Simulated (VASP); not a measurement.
# Ti2Te2S (P-3m1) in VASP: a series of runs, part 2 of 2

VASP 6.6.1. The steps go on from the part before.

## (4) Single point, PBE (volume scaled by 0.97, then relaxed in part)

Contents of INCAR:

```
SYSTEM = Ti2Te2S
PREC = Accurate
ENCUT = 500
EDIFF = 1E-6
ISMEAR = 0
SIGMA = 0.1
LREAL = .False.
LASPH = .True.
NELM = 120
ALGO = Normal
ISIF = 2
LWAVE = .False.
LCHARG = .False.
GGA = PE
NBANDS = 29
GGA_COMPAT = .False.
```

Contents of KPOINTS:

```
Automatic mesh
0
Gamma
  12 12 4
  0 0 0
```

Contents of POSCAR:

```
Ti2Te2S
1.0
    3.6095059473      0.0000000000      0.0000000000
   -1.8047529737      3.1259238455      0.0000000000
    0.0000000000      0.0000000000      9.9468079802
Ti Te S
2 2 1
Direct
    0.6666666667      0.3333333333      0.8723187598
    0.3333333333      0.6666666667      0.1276812402
    0.3333333333      0.6666666667      0.6843760711
    0.6666666667      0.3333333333      0.3156239289
    0.0000000000      0.0000000000      0.0000000000
```

Potentials or basis: VASP PAW PBE potentials, release 64 (Ti_sv, Te, S).

Run with:

```
cat potpaw_PBE.64/Ti_sv/POTCAR potpaw_PBE.64/Te/POTCAR potpaw_PBE.64/S/POTCAR > POTCAR
mpirun -np 1 vasp_std > vasp.out
```

OUTCAR:

```text
SYSTEM = Ti2Te2S
   PREC = Accurate
   ENCUT = 500
   EDIFF = 1E-6
   ISMEAR = 0
   LREAL = .False.
   LASPH = .True.
   NELM = 120
   ISIF = 2
   GGA = PE

 ion  position               nearest neighbor table
   1  0.667  0.333  0.872-   5 2.44   5 2.44   5 2.44   3 2.80   3 2.80   3 2.80
   2  0.333  0.667  0.128-   5 2.44   5 2.44   5 2.44   4 2.80   4 2.80   4 2.80
   3  0.333  0.667  0.684-   1 2.80   1 2.80   1 2.80
   4  0.667  0.333  0.316-   2 2.80   2 2.80   2 2.80
   5  0.000  0.000  0.000-   1 2.44   2 2.44   1 2.44   2 2.44   1 2.44   2 2.44

  LATTYP: Found a hexagonal cell.
[... 972 lines left out ...]
  -------------------------------------------------------------------------------------
  Total        0.3191129      0.3191129      0.3462213     -0.0000000     -0.0000000     -0.0000000
  in kB        4.5555946      4.5555946      4.9425891     -0.0000000     -0.0000000     -0.0000000
  external PRESSURE =       4.6845928 kB  Pullay stress =       0.0000000 kB

 VOLUME and BASIS-vectors are now :
 -----------------------------------------------------------------------------
  energy-cutoff  :      500.00
  volume of cell :      112.23
      direct lattice vectors                 reciprocal lattice vectors
     3.609505947  0.000000000  0.000000000     0.277046226  0.159952713  0.000000000
    -1.804752974  3.125923846  0.000000000     0.000000000  0.319905426  0.000000000
     0.000000000  0.000000000  9.946807980     0.000000000  0.000000000  0.100534765

 POSITION                                       TOTAL-FORCE (eV/Angst)
 -----------------------------------------------------------------------------------
      1.80475      1.04197      8.67679        -0.000000      0.000000     -0.003851
     -0.00000      2.08395      1.27002         0.000000      0.000000      0.003851
     -0.00000      2.08395      6.80736        -0.000000     -0.000000     -0.009460
      1.80475      1.04197      3.13945        -0.000000      0.000000      0.009460
      0.00000      0.00000      0.00000        -0.000000      0.000000      0.000000
 -----------------------------------------------------------------------------------
    total drift:                               -0.000000      0.000000     -0.000000

  FREE ENERGIE OF THE ION-ELECTRON SYSTEM (eV)
  ---------------------------------------------------
  free  energy   TOTEN  =       -31.0800461378 eV

  energy  without entropy=      -31.0732324449  energy(sigma->0) =      -31.07663929
```

OSZICAR:

```text
N       E                     dE             d eps       ncg     rms          rms(c)
DAV:   1     0.438932200857E+03    0.43893E+03   -0.19350E+04  4026   0.141E+03
DAV:   2     0.238898795743E+02   -0.41504E+03   -0.40284E+03  4154   0.415E+02
DAV:   3    -0.291209912757E+02   -0.53011E+02   -0.51725E+02  6470   0.130E+02
DAV:   4    -0.344044839520E+02   -0.52835E+01   -0.52541E+01  6172   0.354E+01
DAV:   5    -0.347240203928E+02   -0.31954E+00   -0.31939E+00  5769   0.755E+00    0.178E+01
DAV:   6    -0.326368281274E+02    0.20872E+01   -0.39495E+01  5526   0.408E+01    0.119E+01
DAV:   7    -0.312460539478E+02    0.13908E+01   -0.11398E+01  5526   0.239E+01    0.631E+00
DAV:   8    -0.310893628215E+02    0.15669E+00   -0.91590E-01  5164   0.616E+00    0.274E+00
DAV:   9    -0.310874432926E+02    0.19195E-02   -0.21631E-01  6124   0.251E+00    0.120E+00
DAV:  10    -0.310795546263E+02    0.78887E-02   -0.52236E-02  5558   0.178E+00    0.684E-01
DAV:  11    -0.310800240827E+02   -0.46946E-03   -0.25376E-03  4992   0.393E-01    0.459E-01
DAV:  12    -0.310800574284E+02   -0.33346E-04   -0.90277E-04  5956   0.218E-01    0.199E-01
DAV:  13    -0.310800558426E+02    0.15858E-05   -0.12095E-04  5214   0.691E-02    0.548E-02
DAV:  14    -0.310800452700E+02    0.10573E-04   -0.58012E-05  5508   0.529E-02    0.334E-02
DAV:  15    -0.310800461378E+02   -0.86776E-06   -0.58036E-06  4095   0.133E-02
   1 F= -.31080046E+02 E0= -.31076639E+02  d E =-.681369E-02
```

stdout:

```text
POSCAR found type information on POSCAR TiTeS
 POSCAR found :  3 types and       5 ions
 scaLAPACK will be used
 LDA part: xc-table for (Slater+PW92), standard interpolation
 POSCAR, INCAR and KPOINTS ok, starting setup
 FFT: planning ... GRIDC
 FFT: planning ... GRID_SOFT
 FFT: planning ... GRID
 WAVECAR not read
 entering main loop
```

It took 97 s on 1 thread of Intel Xeon 6975P-C (Granite Rapids), shared host; peak memory 0.36 GiB.

What came out:

| Item | Value |
| --- | --- |
| Free energy | -31.0800 eV |
| Pressure | 0.5 GPa |
| Largest force | 0.009 eV/Å |
| Band gap on the k mesh | zero (band 21 reaches 7.95 eV, above the bottom of band 22 at 7.48 eV) |

Forces in eV/Å, atoms in the order of the input:
```
Ti   0.000  0.000 -0.004
Ti   0.000  0.000  0.004
Te   0.000  0.000 -0.009
Te   0.000  0.000  0.009
S    0.000  0.000  0.000
```

Levels at points of the mesh, in eV from the Fermi level:
```tsv
k point	band 17	band 18	band 19	band 20	band 21	band 22	band 23	band 24	band 25	band 26
(0.00, 0.00, 0.00)	-0.88	-0.88	-0.50	-0.50	-0.19	0.87	0.87	0.97	0.97	1.22
(0.50, 0.00, 0.00)	-2.67	-2.20	-1.42	-1.13	-1.01	1.02	1.04	1.10	1.33	1.51
(0.00, 0.00, 0.50)	-0.87	-0.87	-0.50	-0.50	0.00	0.80	0.80	0.97	0.97	1.21
(0.50, 0.00, 0.50)	-2.97	-2.00	-1.39	-1.23	-0.87	1.01	1.05	1.08	1.27	1.51
```

Caveat: spin-orbit coupling is left out, which moves the levels of the heavy elements; this functional lacks dispersion, which binds the layers, so the pressure and a relaxed spacing across them are unreliable.

## (5) The runs side by side

| cell | gap on the mesh (eV) | pressure (GPa) | largest force (eV/Å) |
| --- | --- | --- | --- |
| a = 3.572, b = 3.572, c = 9.527 Å, angles 90.0, 90.0, 120.0°, 5 atoms | none | 2.8 | 0.01 |
| a = 3.594, b = 3.594, c = 9.721 Å, angles 90.0, 90.0, 120.0°, 5 atoms | none | 1.4 | 0.01 |
| a = 3.610, b = 3.610, c = 9.947 Å, angles 90.0, 90.0, 120.0°, 5 atoms | none | 0.5 | 0.01 |

Alike in all rows: task single point; level PBE; potentials or basis VASP PAW PBE potentials, release 64 (Ti_sv, Te, S); no spin polarisation; k mesh 12 × 12 × 4; cutoff (eV) 500; smearing gaussian 0.1 eV.

Caveats: spin-orbit coupling is left out, which moves the levels of the heavy elements; this functional lacks dispersion, which binds the layers, so the pressure and a relaxed spacing across them are unreliable.

Total energies depend on the potentials used, so only differences within one code and one set of settings carry meaning.
